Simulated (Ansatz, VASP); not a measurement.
## Two plane-wave programs on Br

```
CELL_PARAMETERS angstrom
3.33500 -2.24000 0.00000
3.33500 2.24000 0.00000
0.00000 0.00000 8.72000
ATOMIC_POSITIONS crystal
Br 0.13500 0.86500 0.11000
Br 0.67173 0.39034 0.38032
Br 0.86500 0.13500 0.89000
Br 0.36500 0.63500 0.61000
```

Change from the starting cell: one atom moved.

Alike in both runs: task single point; functional PBE; k mesh 8 × 8 × 4; occupations gaussian, width 0.02 eV; no spin polarisation.

|  | VASP | Ansatz |
| --- | --- | --- |
| version | VASP 6.6.1 | Ansatz 0.2.0 |
| potentials or method | VASP PAW PBE potentials, release 64 (Br), cutoff 520 eV | scalar-relativistic, plane waves, PAW |
| valence electrons in the cell | 28 | 28 |

Ansatz gave:

| Item | Value |
| --- | --- |
| gap on the k mesh at the Fermi level (eV) | 1.54 |
| least direct gap on the mesh (eV) | 1.67 |
| pressure (GPa) | 1.8 |
| traceless stress, the component that is largest in VASP (GPa) | -1.59 |
| rms of the force components (eV/Å) | 0.509 |

Which values does VASP return?

gap on the k mesh at the Fermi level (eV): 1.54; least direct gap on the mesh (eV): 1.67; pressure (GPa): 1.8; traceless stress, the component that is largest in VASP (GPa): -1.60; rms of the force components (eV/Å): 0.515.

Atom by atom the forces differ by 0.006 eV/Å (rms over components). With one functional, cell and mesh, what is left measures potentials, basis and numerics.
